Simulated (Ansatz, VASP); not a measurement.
## Two plane-wave programs on Ta

The input INCAR:

```
SYSTEM = Ta
  ALGO = Normal
  EDIFF = 1E-6
  ENCUT = 520
  GGA = CA
  ISIF = 2
  ISMEAR = 1
  LASPH = .TRUE.
  LCHARG = .FALSE.
  LREAL = .FALSE.
  LWAVE = .FALSE.
  NBANDS = 18
  NELM = 80
  PREC = Accurate
  SIGMA = 0.1
```

Contents of KPOINTS:

```
k-points
0
G
  11 11 6
  0 0 0
```

Contents of POSCAR:

```
Ta
1.0
    3.0120329006      0.0000000000      0.0000000000
   -1.5060164503      2.6084971830      0.0000000000
    0.0000000000      0.0000000000      5.3651694547
Ta
2
Direct
    0.6666666667      0.3333333333      0.7500000000
    0.3333333333      0.6666666667      0.2500000000
```

Input for Ansatz:

```yaml
crystal:
  lattice:
    - [3.012032900634818, 0.0, 0.0]
    - [-1.506016450317409, 2.608497183010639, 0.0]
    - [0.0, 0.0, 5.365169454709342]
  atoms:
    - { symbol: Ta, position: [0.6666666666666666, 0.3333333333333333, 0.75] }
    - { symbol: Ta, position: [0.3333333333333333, 0.6666666666666666, 0.25] }
basis:
  ecutwfc: 571.4391111657479
kpoints:
  mp_grid:
    grid: [11, 11, 6]
hamiltonian:
  xc: lda
scf:
  occupations:
    method: cold
    width: 0.1
output:
  stress: true
```

Alike in both runs: task single point; functional LDA; k mesh 11 × 11 × 6; no spin polarisation.

```csv
,VASP,Ansatz
version,VASP 6.6.1,Ansatz 0.2.0
potentials or method,"VASP PAW LDA potentials, release 64 (Ta_pv), cutoff 520 eV","plane waves, PAW"
occupations,"methfessel-paxton of order 1, width 0.1 eV","cold, width 0.1 eV"
valence electrons in the cell,22,26
```

```csv
,VASP,Ansatz,Ansatz less VASP
pressure (GPa),-26.3,-26.7,-0.37
"traceless stress, the component that is largest in VASP (GPa)",2.61,2.42,-0.192
```

LDA's correlation is that of Perdew and Zunger in VASP and of Perdew and Wang (1992) in Ansatz. VASP's potentials hold 22 valence electrons a cell and Ansatz's 26, so a difference there can come from the potentials and not from the codes.

Spin-orbit coupling is off throughout.
